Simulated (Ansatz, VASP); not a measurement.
# Two plane-wave programs on NaScTe2

```xyz
4
Lattice="4.3196 0.0000 0.0000 0.0000 4.3196 0.0000 0.0000 0.0000 5.9273" Properties=species:S:1:pos:R:3 pbc="T T T"
Na    0.0000    0.0000    0.0000
Te    0.0000    0.0000    2.9637
Te    2.1598    2.1598    0.0000
Sc    2.1598    2.1598    2.9637
```

Alike in both runs: task single point; functional PBE; k mesh 6 × 6 × 4; occupations fermi-dirac, width 0.02 eV; no spin polarisation.

```csv
,VASP,Ansatz
version,VASP 6.6.1,Ansatz 0.2.0
potentials or method,"VASP PAW PBE potentials, release 64 (Na_pv, Te, Sc_sv)","plane waves, PAW"
plane-wave cutoff (eV),520,420
valence electrons in the cell,30,52
```

VASP gave:

* pressure (GPa): 0.1

Q: What did Ansatz give for the same quantities?

A: Pressure (GPa): 0.0.

VASP's potentials hold 30 valence electrons a cell and Ansatz's 52, so a difference there can come from the potentials and not from the codes.

Neither program's run includes spin-orbit coupling.
